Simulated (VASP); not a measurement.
## H6Pb: relaxation of cell and atoms with PBE

H6Pb:

```xyz
7
Lattice="0.0000 3.4364 3.4364 3.4364 0.0000 3.4364 3.4364 3.4364 0.0000" Properties=species:S:1:pos:R:3 pbc="T T T"
H     1.7182    1.7182    3.4364
H     1.7182    3.4364    1.7182
H     1.7182    1.7182    0.0000
H     1.7182    0.0000    1.7182
H     3.4364    1.7182    1.7182
H     0.0000    1.7182    1.7182
Pb    0.0000    0.0000    0.0000
```

The cell was generated, and may not be a known phase.

| Property | Result |
| --- | --- |
| Program | VASP 6.6.1 |
| Task | relaxation of cell and atoms |
| Functional | PBE |
| Potentials or basis | VASP PAW PBE potentials, release 64 (H, Pb_d) |
| Cutoff | 600 eV |
| k mesh | 4 × 4 × 4 |
| Occupations | gaussian, width 0.1 eV |
| Spin | no spin polarisation |
| Dipole correction | no |
| Further INCAR settings | ALGO = Normal; EDIFF = 1e-07; IBRION = 2; EDIFFG = -0.04; NSW = 90; ISIF = 3 |

* Relaxed volume: 8.56 Å³/atom
* Relaxed cell: a = 4.392 Å, b = 4.392 Å, c = 4.392 Å, α = 60.00°, β = 60.00°, γ = 60.00°
* Space group after relaxing (to 0.1 Å): Fm-3m (No. 225)
* Energy gained by relaxing: 103.4 meV/atom
* Ionic steps: 6
* Pressure after relaxing: -0.1 GPa
* Band gap on the k mesh: zero (bands 10 and 11 overlap by 1.52 eV)

The path:
```csv
step,energy change (eV),largest force (eV/Å),pressure (GPa),volume (Å³)
1,0.0000,0.0000,-8.46,81.16
2,-0.3471,0.0000,-7.30,74.18
3,-0.6828,0.0000,-2.94,64.19
4,-0.1219,0.0000,19.43,47.00
5,-0.7207,0.0000,-0.82,61.00
6,-0.7238,0.0000,-0.08,59.92
```

Final structure:
```
CELL_PARAMETERS angstrom
0.00000 3.10585 3.10585
3.10585 0.00000 3.10585
3.10585 3.10585 0.00000
ATOMIC_POSITIONS crystal
H 0.50000 0.50000 0.00000
H 0.50000 0.00000 0.50000
H 0.00000 0.00000 0.50000
H 0.00000 0.50000 0.00000
H 0.00000 0.50000 0.50000
H 0.50000 0.00000 0.00000
Pb 0.00000 0.00000 0.00000
```

Levels at points of the mesh, in eV from the Fermi level:
| k point | band 6 | band 7 | band 8 | band 9 | band 10 | band 11 | band 12 | band 13 | band 14 |
| --- | --- | --- | --- | --- | --- | --- | --- | --- | --- |
| (0.00, 0.00, 0.00) | -11.73 | -1.04 | -1.04 | -1.04 | 1.27 | 1.61 | 1.61 | 1.97 | 1.97 |
| (0.50, 0.00, 0.00) | -9.85 | -7.09 | -2.08 | -2.08 | -0.29 | -0.25 | -0.25 | 5.98 | 6.01 |
| (0.50, 0.50, 0.00) | -8.94 | -6.99 | -3.99 | -3.99 | -2.28 | 0.09 | 1.72 | 8.41 | 8.41 |

Run time: 52 s on 1 thread of Intel(R) Xeon(R) 6975P-C (Granite Rapids), with other jobs on the host, peak memory 0.24 GiB.

Caveat: the k points lie up to 0.44 Å⁻¹ apart in the final cell, too coarse for converged energies and pressures of a metal; the volume moved by over 15 % at a fixed basis, so the end points are rough; spin-orbit coupling is left out, which moves the levels of the heavy elements.
